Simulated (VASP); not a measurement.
# CsPbCl3 in VASP: notebook

Aim: see how the results for CsPbCl3 move with the level of theory and the settings. Levels: r2SCAN, PBE. Tasks: single point.

Everything below comes from runs of VASP 6.6.1. Logs are shortened: lines on timing, memory, paths and dates and some standing lists are left out, and cuts for length are marked.

## Step 1: The cell of the first run

It takes space group Pm-3m (No. 221, cubic). The conventional cell has a = 5.734 Å, b = 5.734 Å, c = 5.734 Å, α = 90.00°, β = 90.00°, γ = 90.00°. Cs (site symmetry m-3m) has 12 Cl at 4.05 Å and 8 Pb at 4.97 Å within 5.3 Å. Pb (site symmetry m-3m) has 6 Cl at 2.87 Å within 3.8 Å. Cl (site symmetry 4/mmm) has 2 Pb at 2.87 Å within 3.8 Å.

## Step 2: Single point, r2SCAN (strain +1.0%)

The input, POSCAR:

```
CsPbCl3
1.0
    5.7338424529      0.0000000000      0.0000000000
    0.0000000000      5.7338424529      0.0000000000
    0.0000000000      0.0000000000      5.7338424529
Cs Pb Cl
1 1 3
Direct
    0.0000000000      0.0000000000      0.0000000000
    0.5000000000      0.5000000000      0.5000000000
    0.5000000000      0.5000000000      0.0000000000
    0.5000000000      0.0000000000      0.5000000000
    0.0000000000      0.5000000000      0.5000000000
```

The input, INCAR.step1:

```
  PREC = Accurate
  ENCUT = 520
  ISMEAR = 0
  SIGMA = 0.01
  LREAL = False
  LASPH = True
  NELM = 60
  NBANDS = 30
  GGA = PE
  ALGO = Normal
  EDIFF = 1E-4
  LWAVE = True
  LCHARG = False
```

The input, INCAR.step2:

```
  PREC = Accurate
  ENCUT = 520
  EDIFF = 1E-7
  ISMEAR = 0
  SIGMA = 0.01
  LREAL = False
  LASPH = True
  NELM = 60
  ALGO = Normal
  ISIF = 2
  LWAVE = False
  LCHARG = False
  METAGGA = R2SCAN
  LMIXTAU = True
  NBANDS = 30
  ISTART = 1
```

The input, KPOINTS:

```
regular mesh
0
Gamma
  4 4 4
```

Potentials or basis: VASP PAW PBE potentials, release 64 (Cs_sv, Pb_d, Cl).

Started as:

```bash
$ cat potpaw_PBE.64/Cs_sv/POTCAR potpaw_PBE.64/Pb_d/POTCAR potpaw_PBE.64/Cl/POTCAR > POTCAR
$ cp INCAR.step1 INCAR
$ mpirun -np 1 vasp_std > vasp.out
$ cp INCAR.step2 INCAR
$ mpirun -np 1 vasp_std > vasp.out
```

OUTCAR:

```text
PREC = Accurate
   ENCUT = 520
   EDIFF = 1E-7
   ISMEAR = 0
   LREAL = False
   LASPH = True
   NELM = 60
   ISIF = 2
   METAGGA = R2SCAN
   ISTART = 1

 ion  position               nearest neighbor table
   1  0.000  0.000  0.000-
   2  0.500  0.500  0.500-   3 2.87   4 2.87   5 2.87   3 2.87   4 2.87   5 2.87
   3  0.500  0.500  0.000-   2 2.87   2 2.87
   4  0.500  0.000  0.500-   2 2.87   2 2.87
   5  0.000  0.500  0.500-   2 2.87   2 2.87

  LATTYP: Found a simple cubic cell.
 ALAT       =     5.7338424529

  Lattice vectors:

 A1 = (   5.7338424529,   0.0000000000,   0.0000000000)
 A2 = (   0.0000000000,   5.7338424529,   0.0000000000)
 A3 = (   0.0000000000,   0.0000000000,   5.7338424529)

Analysis of symmetry for initial positions (statically):
=====================================================================
 Subroutine PRICEL returns:
 Original cell was already a primitive cell.

 Routine SETGRP: Setting up the symmetry group for a
 simple cubic supercell.

 Subroutine GETGRP returns: Found 48 space group operations
 (whereof 48 operations were pure point group operations)
 out of a pool of 48 trial point group operations.

The static configuration has the point symmetry O_h .

Analysis of symmetry for dynamics (positions and initial velocities):
=====================================================================
 Subroutine PRICEL returns:
 Original cell was already a primitive cell.

 Routine SETGRP: Setting up the symmetry group for a
 simple cubic supercell.

 Subroutine GETGRP returns: Found 48 space group operations
 (whereof 48 operations were pure point group operations)
 out of a pool of 48 trial point group operations.

The dynamic configuration has the point symmetry O_h .

 Subroutine INISYM returns: Found 48 space group operations
 (whereof 48 operations are pure point group operations),
 and found     1 'primitive' translations

----------------------------------------------------------------------------------------

                                     Primitive cell

  volume of cell :     188.5112

  direct lattice vectors                    reciprocal lattice vectors
[... 74 lines left out ...]
   LSORBIT =      F    spin-orbit coupling
   LASPH  =      T    aspherical Exc in radial PAW
   ENCUT  =  520.0 eV  38.22 Ry    6.18 a.u.  10.66 10.66 10.66*2*pi/ulx,y,z
   NELM   =     60;   NELMIN=  2; NELMDL=  0     # of ELM steps
   EDIFF  = 0.1E-06   stopping-criterion for ELM
   LREAL  =      F    real-space projection
   EDIFFG = 0.1E-05   stopping-criterion for IOM
   NSW    =      0    number of steps for IOM
   IBRION =     -1    ionic relax: 0-MD 1-quasi-New 2-CG
   NFREE  =      0    steps in history (QN), initial steepest desc. (CG)
   ISIF   =      2    stress and relaxation
   ISYM   =      2    0-nonsym 1-usesym 2-fastsym
   POTIM  = 0.5000    time-step for ionic-motion
   TEBEG  =    0.0;   TEEND  =   0.0 temperature during run
   PSTRESS=    0.0 pullay stress
   NELECT =      44.0000    total number of electrons
   NUPDOWN=      -1.0000    fix difference up-down
   EMIN   =  10.00;   EMAX   =-10.00  energy-range for DOS
   EFERMI =   0.00;   METHOD = LEGACY
   ISMEAR =     0;   SIGMA  =   0.01  broadening in eV -4-tet -1-fermi 0-gaus
   EFERMI_NEDOS =   21; number of points for ismear=-14 and -15
   IALGO  =     38    algorithm
   IMIX   =      4    mixing-type and parameters
     AMIX     =   0.40;   BMIX     =  1.00
     AMIX_MAG =   1.60;   BMIX_MAG =  1.00
  volume/ion in A,a.u.               =      37.70       254.43
  Fermi-wavevector in a.u.,A,eV,Ry     =   1.007968  1.904783 13.823505  1.015999
  Thomas-Fermi vector in A             =   2.140806
   LORBIT       =      0    0 simple, 1 ext, 2 COOP (PROOUT), +10 PAW based schemes
   METAGGA = R2SCAN    functional components
   LHFCALC =     F    Hartree Fock is set to
   AEXX    =    0.0000 exact exchange contribution
   IVDW    =     0    specifies the selected vdW correction
   LEPSILON=     F    determine dielectric tensor
   LRPA    =     F    only Hartree local field effects (RPA)
 non-spin polarized calculation
 Gauss-broadening in eV      SIGMA  =   0.01
  energy-cutoff  :      520.00
  volume of cell :      188.51
 maximum number of plane-waves:      5112
 NGX is ok and might be reduce to    48
   NGX = 21   NGY = 21   NGZ = 21

 number of electron      44.0000012 magnetization

 Free energy of the ion-electron system (eV)
  ---------------------------------------------------
  ext. energy  EPLUGINS =         0.00000000
  ---------------------------------------------------
  free energy    TOTEN  =      -108.16169633 eV

  energy without entropy =     -108.16169633  energy(sigma->0) =     -108.16169633

 E-fermi :   0.7815     XC(G=0):  -7.9396

 val. band max:        0.7247373716   @ k =   0.5000   0.5000   0.5000
 cond. band min:       3.3243158842   @ k =   0.5000   0.5000   0.5000
 fundamental gap:      2.5995785126
 Fermi energy:         0.7814840187

 k-point     1 :       0.0000    0.0000    0.0000
  band No.  band energies     occupation
      1     -20.9269      2.00000
      2     -16.3714      2.00000
      3     -16.3714      2.00000
      4     -16.1899      2.00000
      5     -16.1899      2.00000
      6     -16.1899      2.00000
[... 319 lines left out ...]
     29       7.1318      0.00000
     30       8.3238      0.00000

------------------------ aborting loop because EDIFF is reached ----------------------------------------

  FORCE on cell =-STRESS in cart. coord.  units (eV):
  Direction    XX          YY          ZZ          XY          YZ          ZX
  --------------------------------------------------------------------------------------
  -------------------------------------------------------------------------------------
  Total       -0.8432020     -0.8432020     -0.8432020     -0.0000000      0.0000000     -0.0000000
  in kB       -7.1664645     -7.1664645     -7.1664645     -0.0000000      0.0000000     -0.0000000
  external PRESSURE =      -7.1664645 kB  Pullay stress =       0.0000000 kB

 VOLUME and BASIS-vectors are now :
 -----------------------------------------------------------------------------
  energy-cutoff  :      520.00
  volume of cell :      188.51
      direct lattice vectors                 reciprocal lattice vectors
     5.733842453  0.000000000  0.000000000     0.174403118  0.000000000  0.000000000
     0.000000000  5.733842453  0.000000000     0.000000000  0.174403118  0.000000000
     0.000000000  0.000000000  5.733842453     0.000000000  0.000000000  0.174403118

 POSITION                                       TOTAL-FORCE (eV/Angst)
 -----------------------------------------------------------------------------------
      0.00000      0.00000      0.00000         0.000000      0.000000      0.000000
      2.86692      2.86692      2.86692         0.000000      0.000000      0.000000
      2.86692      2.86692      0.00000         0.000000      0.000000      0.000000
      2.86692      0.00000      2.86692         0.000000      0.000000      0.000000
      0.00000      2.86692      2.86692         0.000000      0.000000      0.000000
 -----------------------------------------------------------------------------------
    total drift:                                0.000000     -0.000000     -0.000000

  FREE ENERGIE OF THE ION-ELECTRON SYSTEM (eV)
  ---------------------------------------------------
  free  energy   TOTEN  =      -108.1616963305 eV

  energy  without entropy=     -108.1616963305  energy(sigma->0) =     -108.16169633
```

Wall time 7.3 min (1 thread of Oxide Virtual Turin-like, shared host); peak memory 0.35 GiB.

What came out:

* Free energy: -108.1617 eV
* Pressure: -0.7 GPa
* Band gap on the k mesh: 2.60 eV

Levels at points of the mesh, in eV from the valence-band top:
| k point | band 18 | band 19 | band 20 | band 21 | band 22 | band 23 | band 24 | band 25 | band 26 | band 27 |
| --- | --- | --- | --- | --- | --- | --- | --- | --- | --- | --- |
| (0.00, 0.00, 0.00) | -2.29 | -2.29 | -2.21 | -2.21 | -2.21 | 4.16 | 5.13 | 5.13 | 6.09 | 6.09 |
| (0.50, 0.00, 0.00) | -2.39 | -2.38 | -2.29 | -2.29 | -1.52 | 3.56 | 5.47 | 5.84 | 5.84 | 5.97 |
| (0.50, 0.50, 0.00) | -2.47 | -2.45 | -2.45 | -1.91 | -0.73 | 3.12 | 3.12 | 5.46 | 6.23 | 6.47 |
| (0.50, 0.50, 0.50) | -2.47 | -1.90 | -1.90 | -1.90 | 0.00 | 2.60 | 2.60 | 2.60 | 6.03 | 6.41 |

Caveat: the cell differs from its parent crystal (strain +1.0%); the PAW data sets were made with another functional, which shifts forces and pressure a little; spin-orbit coupling is left out, which moves the levels of the heavy elements.

## Step 3: Single point, PBE (epitaxial xy strain +3.0%)

The input, INCAR:

```
SYSTEM = CsPbCl3
ALGO     = Normal         ! electronic algorithm
EDIFF    = 1E-6           ! SCF threshold, eV
ENCUT    = 520            ! plane-wave cutoff, eV
GGA      = PE             ! functional
ISIF     = 2              ! what is computed and relaxed
ISMEAR   = -1             ! smearing method
LASPH    = .True.         ! aspherical terms in the spheres
LCHARG   = .False.        ! write CHGCAR
LREAL    = .False.        ! projectors in reciprocal space
LWAVE    = .False.        ! write WAVECAR
NBANDS   = 30             ! bands
NELM     = 100            ! most SCF steps
PREC     = Accurate       ! precision mode
SIGMA    = 0.02           ! smearing width, eV
```

The input, KPOINTS:

```
k-points
0
Gamma
  4 4 4
  0 0 0
```

POSCAR: that of step 2 with these lines changed.

```diff
@@ -2,5 +2,5 @@
 1.0
-    5.7338424529      0.0000000000      0.0000000000
-    0.0000000000      5.7338424529      0.0000000000
-    0.0000000000      0.0000000000      5.7338424529
+    5.8473838876      0.0000000000      0.0000000000
+    0.0000000000      5.8473838876      0.0000000000
+    0.0000000000      0.0000000000      5.6314477044
 Cs Pb Cl
```

Potentials or basis: VASP PAW PBE potentials, release 64 (Cs_sv, Pb_d, Cl).

Started as:

```bash
$ cat potpaw_PBE.64/Cs_sv/POTCAR potpaw_PBE.64/Pb_d/POTCAR potpaw_PBE.64/Cl/POTCAR > POTCAR
$ mpirun -np 1 vasp_std > vasp.out
```

Run time: 2.7 min. Hardware: 1 thread of Oxide Virtual Turin-like, shared host; peak memory 0.31 GiB.

It converged, with:

```yaml
Free_energy: -17.5231 eV
Pressure: -0.4 GPa
Band_gap_on_the_k_mesh: 2.19 eV
```

Stress tensor (GPa, compression positive):
```
-0.86  0.00  0.00
 0.00 -0.86  0.00
 0.00  0.00  0.67
```

Levels at points of the mesh, in eV from the valence-band top:
| k point | band 19 | band 20 | band 21 | band 22 | band 23 | band 24 | band 25 | band 26 |
| --- | --- | --- | --- | --- | --- | --- | --- | --- |
| (0.00, 0.00, 0.00) | -1.94 | -1.91 | -1.91 | -1.90 | 3.74 | 4.82 | 4.90 | 5.65 |
| (0.50, 0.00, 0.00) | -2.04 | -2.03 | -1.97 | -1.43 | 3.11 | 5.01 | 5.25 | 5.59 |
| (0.50, 0.50, 0.00) | -2.09 | -2.09 | -1.64 | -0.79 | 2.74 | 2.74 | 5.44 | 5.77 |
| (0.00, 0.00, 0.50) | -2.05 | -1.98 | -1.98 | -1.25 | 3.26 | 5.12 | 5.18 | 5.18 |
| (0.50, 0.00, 0.50) | -2.14 | -2.12 | -1.64 | -0.60 | 2.63 | 2.89 | 4.85 | 5.79 |
| (0.50, 0.50, 0.50) | -1.63 | -1.63 | -1.63 | 0.00 | 2.19 | 2.19 | 2.44 | 5.50 |

Caveat: the cell differs from its parent crystal (epitaxial xy strain +3.0%); spin-orbit coupling is left out, which moves the levels of the heavy elements. A k mesh can miss the band edges.

## Step 4: Single point, r2SCAN (epitaxial xy strain +1.0%)

POSCAR: that of step 3 with these lines changed.

```diff
@@ -2,5 +2,5 @@
 1.0
-    5.8473838876      0.0000000000      0.0000000000
-    0.0000000000      5.8473838876      0.0000000000
-    0.0000000000      0.0000000000      5.6314477044
+    5.7338424529      0.0000000000      0.0000000000
+    0.0000000000      5.7338424529      0.0000000000
+    0.0000000000      0.0000000000      5.6622670844
 Cs Pb Cl
```

The input, INCAR.step1:

```
ALGO     = Normal         # electronic algorithm
EDIFF    = 1E-4           # SCF threshold, eV
ENCUT    = 520            # plane-wave cutoff, eV
GGA      = PE             # functional
ISMEAR   = 0              # smearing method
LASPH    = T              # aspherical terms in the spheres
LCHARG   = F              # write CHGCAR
LREAL    = F              # projectors in reciprocal space
LWAVE    = T              # write WAVECAR
NBANDS   = 30             # bands
NELM     = 100            # most SCF steps
PREC     = Accurate       # precision mode
SIGMA    = 0.01           # smearing width, eV
```

The input, INCAR.step2:

```
ALGO     = Normal         # electronic algorithm
EDIFF    = 1E-6           # SCF threshold, eV
ENCUT    = 520            # plane-wave cutoff, eV
ISIF     = 2              # what is computed and relaxed
ISMEAR   = 0              # smearing method
ISTART   = 1            
LASPH    = T              # aspherical terms in the spheres
LCHARG   = F              # write CHGCAR
LMIXTAU  = T            
LREAL    = F              # projectors in reciprocal space
LWAVE    = F              # write WAVECAR
METAGGA  = R2SCAN         # meta-GGA
NBANDS   = 30             # bands
NELM     = 100            # most SCF steps
PREC     = Accurate       # precision mode
SIGMA    = 0.01           # smearing width, eV
```

The input, KPOINTS:

```
k-points
0
Gamma
  4 4 4
```

Started as:

```bash
$ cat potpaw_PBE.64/Cs_sv/POTCAR potpaw_PBE.64/Pb_d/POTCAR potpaw_PBE.64/Cl/POTCAR > POTCAR
$ cp INCAR.step1 INCAR
$ mpirun -np 1 vasp_std > vasp.out
$ cp INCAR.step2 INCAR
$ mpirun -np 1 vasp_std > vasp.out
```

Wall time 9.5 min (1 thread of Oxide Virtual Turin-like, shared host); peak memory 0.36 GiB.

The run converged. Its results:

```yaml
Free_energy: -108.1664 eV
Pressure: -0.4 GPa
Band_gap_on_the_k_mesh: 2.52 eV
```

Stress tensor (GPa, compression positive):
```
-0.62  0.00  0.00
 0.00 -0.62  0.00
 0.00  0.00 -0.03
```

Levels at points of the mesh, in eV from the valence-band top:
| k point | band 19 | band 20 | band 21 | band 22 | band 23 | band 24 | band 25 | band 26 |
| --- | --- | --- | --- | --- | --- | --- | --- | --- |
| (0.00, 0.00, 0.00) | -2.37 | -2.30 | -2.30 | -2.30 | 4.09 | 5.02 | 5.05 | 5.97 |
| (0.50, 0.00, 0.00) | -2.47 | -2.41 | -2.38 | -1.60 | 3.52 | 5.40 | 5.78 | 5.87 |
| (0.50, 0.50, 0.00) | -2.54 | -2.54 | -2.01 | -0.81 | 3.07 | 3.07 | 5.58 | 6.15 |
| (0.00, 0.00, 0.50) | -2.48 | -2.39 | -2.39 | -1.52 | 3.57 | 5.43 | 5.76 | 5.76 |
| (0.50, 0.00, 0.50) | -2.56 | -2.55 | -2.00 | -0.73 | 3.04 | 3.13 | 5.37 | 6.17 |
| (0.50, 0.50, 0.50) | -2.00 | -2.00 | -2.00 | 0.00 | 2.52 | 2.52 | 2.61 | 5.97 |

Caveat: the cell differs from its parent crystal (epitaxial xy strain +1.0%); the PAW data sets were made with another functional, which shifts forces and pressure a little; spin-orbit coupling is left out, which moves the levels of the heavy elements. A k mesh can miss the band edges.

## Step 5: Single point, r2SCAN (epitaxial xy strain +3.0%)

POSCAR: that of step 4 with these lines changed.

```diff
@@ -2,5 +2,5 @@
 1.0
-    5.7338424529      0.0000000000      0.0000000000
-    0.0000000000      5.7338424529      0.0000000000
-    0.0000000000      0.0000000000      5.6622670844
+    5.8473838876      0.0000000000      0.0000000000
+    0.0000000000      5.8473838876      0.0000000000
+    0.0000000000      0.0000000000      5.6314477044
 Cs Pb Cl
```

The input, INCAR.step1:

```
PREC = Accurate ; ENCUT = 520
ISMEAR = 0 ; SIGMA = 0.01
LREAL = F ; LASPH = T
NELM = 60 ; NBANDS = 30
GGA = PE ; ALGO = Normal
EDIFF = 1E-4 ; LWAVE = T
LCHARG = F
```

The input, INCAR.step2:

```
PREC = Accurate ; ENCUT = 520
EDIFF = 1E-6 ; ISMEAR = 0
SIGMA = 0.01 ; LREAL = F
LASPH = T ; NELM = 60
ALGO = Normal ; ISIF = 2
LWAVE = F ; LCHARG = F
METAGGA = R2SCAN ; LMIXTAU = T
NBANDS = 30 ; ISTART = 1
```

The input, KPOINTS:

```
regular mesh
0
Gamma
  4 4 4
```

Started as:

```bash
$ cat potpaw_PBE.64/Cs_sv/POTCAR potpaw_PBE.64/Pb_d/POTCAR potpaw_PBE.64/Cl/POTCAR > POTCAR
$ cp INCAR.step1 INCAR
$ mpirun -np 1 vasp_std > vasp.out
$ cp INCAR.step2 INCAR
$ mpirun -np 1 vasp_std > vasp.out
```

It took 10 min on 1 thread of Oxide Virtual Turin-like, shared host; peak memory 0.36 GiB.

Results (log left out):

```yaml
Free_energy: -108.1159 eV
Pressure: -1.1 GPa
Band_gap_on_the_k_mesh: 2.57 eV
```

Stress tensor (GPa, compression positive):
```
-1.61  0.00  0.00
 0.00 -1.61  0.00
 0.00  0.00 -0.02
```

Levels at points of the mesh, in eV from the valence-band top:
```csv
k point,band 19,band 20,band 21,band 22,band 23,band 24,band 25,band 26
"(0.00, 0.00, 0.00)",-2.10,-2.06,-2.06,-2.05,4.24,5.21,5.31,6.11
"(0.50, 0.00, 0.00)",-2.19,-2.18,-2.12,-1.52,3.52,5.52,5.68,6.00
"(0.50, 0.50, 0.00)",-2.24,-2.24,-1.79,-0.84,3.14,3.14,5.87,6.29
"(0.00, 0.00, 0.50)",-2.21,-2.13,-2.13,-1.32,3.69,5.61,5.61,5.62
"(0.50, 0.00, 0.50)",-2.29,-2.28,-1.79,-0.63,3.03,3.31,5.25,6.32
"(0.50, 0.50, 0.50)",-1.78,-1.78,-1.78,0.00,2.57,2.57,2.84,6.11
```

Caveat: the cell differs from its parent crystal (epitaxial xy strain +3.0%); the PAW data sets were made with another functional, which shifts forces and pressure a little; spin-orbit coupling is left out, which moves the levels of the heavy elements. A k mesh can miss the band edges.

## Step 6: The runs side by side

```csv
level,cell,smearing,gap on the mesh (eV),pressure (GPa)
r2SCAN,"a = 5.734 Å, 5 atoms",gaussian 0.01 eV,2.60,-0.7
PBE,"a = 5.847, b = 5.847, c = 5.631 Å, 5 atoms",fermi-dirac 0.02 eV,2.19,-0.4
r2SCAN,"a = 5.734, b = 5.734, c = 5.662 Å, 5 atoms",gaussian 0.01 eV,2.52,-0.4
r2SCAN,"a = 5.847, b = 5.847, c = 5.631 Å, 5 atoms",gaussian 0.01 eV,2.57,-1.1
```

Alike in all rows: task single point; potentials or basis VASP PAW PBE potentials, release 64 (Cs_sv, Pb_d, Cl); no spin polarisation; k mesh 4 × 4 × 4; cutoff (eV) 520.

Caveats: spin-orbit coupling is left out, which moves the levels of the heavy elements; the PAW data sets were made with another functional, which shifts forces and pressure a little (at least some runs).

Absolute energies hang on the potentials; compare differences alone.
